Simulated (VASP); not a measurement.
# BP (m.b): single point with PBE

BP (m.b):

```
CELL_PARAMETERS angstrom
0.00000 2.27421 2.27421
2.27421 0.00000 2.27421
2.27421 2.27421 0.00000
ATOMIC_POSITIONS crystal
B 0.00000 0.00000 0.00000
P 0.25000 0.25000 0.25000
```

| Item | Value |
| --- | --- |
| Program | VASP 6.6.1 |
| Task | single point |
| Functional | PBE |
| Potentials or basis | VASP PAW PBE potentials, release 64 (B, P) |
| Cutoff | 500 eV |
| k mesh | 10 × 10 × 10 |
| Occupations | gaussian, width 0.02 eV |
| Spin | no spin polarisation |

* Pressure: -0.2 GPa
* Band gap on the k mesh: 1.25 eV, indirect (least direct gap 3.39 eV)

Levels at points of the mesh, in eV from the valence-band top:
| k point | band 1 | band 2 | band 3 | band 4 | band 5 | band 6 | band 7 | band 8 | band 9 |
| --- | --- | --- | --- | --- | --- | --- | --- | --- | --- |
| (0.00, 0.00, 0.00) | -15.40 | 0.00 | 0.00 | 0.00 | 3.39 | 3.39 | 3.39 | 7.27 | 11.47 |
| (0.50, 0.00, 0.00) | -12.10 | -8.98 | -1.75 | -1.75 | 3.74 | 4.71 | 4.71 | 10.10 | 14.58 |
| (0.50, 0.50, 0.00) | -10.58 | -8.55 | -4.09 | -4.09 | 1.35 | 1.67 | 12.06 | 12.06 | 15.15 |

It took 27 s on 1 thread of AMD EPYC 7R13, on a shared host, peak memory 0.11 GiB.

A k mesh can miss the band edges.
